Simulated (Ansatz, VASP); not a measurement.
# Two plane-wave programs on Si2Ni

```
CELL_PARAMETERS angstrom
0.00000 2.67599 2.67599
2.67599 0.00000 2.67599
2.67599 2.67599 0.00000
ATOMIC_POSITIONS crystal
Si 0.25000 0.25000 0.25000
Si 0.75000 0.75000 0.75000
Ni 0.00000 0.00000 0.00000
```

Alike in both runs: functional LDA; k mesh 14 × 14 × 14; occupations gaussian, width 0.1 eV; no spin polarisation.

Ansatz relaxed the structure, and its values are those at the end. VASP's run is a single point on that final structure, the one shown.

```csv
,VASP,Ansatz
version,VASP 6.6.1,Ansatz 0.2.0
potentials or method,"VASP PAW LDA potentials, release 64 (Si, Ni), cutoff 520 eV","scalar-relativistic, plane waves, PAW"
valence electrons in the cell,18,26
```

VASP gave:

```
gap on the k mesh at the Fermi level (eV) : none
pressure (GPa)                            : 0.2
```

Q: Which values does Ansatz return?

A: gap on the k mesh at the Fermi level (eV): none; pressure (GPa): 0.0.

LDA's correlation is that of Perdew and Zunger in VASP and of Perdew and Wang (1992) in Ansatz. A gap of «none» marks a metal or a gap that the smearing closes. VASP's potentials hold 18 valence electrons a cell and Ansatz's 26, so a difference there can come from the potentials and not from the codes.
